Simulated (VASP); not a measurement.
Runs of VASP 6.6.1 on Sn. The structure is that of space group I4/mmm (No. 139), or close to it. The cells are those of the table. 

```tsv
cell	further INCAR settings	gap on the mesh (eV)	pressure (GPa)
a = 3.335 Å, angles 117.3, 117.3, 94.8°, 1 atom	ALGO = Fast; EDIFF = 1e-06; NBANDS = 13	none	(a)
a = 3.324 Å, angles 103.5, 103.5, 122.2°, 1 atom	ALGO = Fast; EDIFF = 1e-06; NBANDS = 13	none	-1.1
a = 3.404 Å, angles 100.0, 100.0, 130.6°, 1 atom	ALGO = Fast; EDIFF = 1e-06; NBANDS = 13	none	2.9
a = 3.363 Å, angles 101.5, 101.5, 126.9°, 1 atom	ALGO = Fast; EDIFF = 1e-07; NBANDS = 13	none	(b)
a = 3.300 Å, angles 105.4, 105.4, 118.0°, 1 atom	ALGO = Fast; EDIFF = 1e-06; NBANDS = 13	none	-1.7
```

Alike in all rows: task single point; level PBEsol; potentials or basis VASP PAW PBE potentials, release 64 (Sn_d); no spin polarisation; k mesh 20 × 20 × 20; cutoff (eV) 520; smearing gaussian 0.15 eV.

**Question.** Estimate the missing entries.

**Answer.** (a) -1.4; (b) 0.5.

Caveats: the PAW data sets were made with another functional, which shifts forces and pressure a little; spin-orbit coupling is left out, which moves the levels of the heavy elements; the stress differs along the axes, from -2 to 13 GPa (at least some runs); the stress differs along the axes, from -2 to 6 GPa (at least some runs).

A k mesh can miss the band edges, and the runs leave out spin-orbit coupling on Sn.

A gap of «none» marks levels without a gap at the run's occupations.
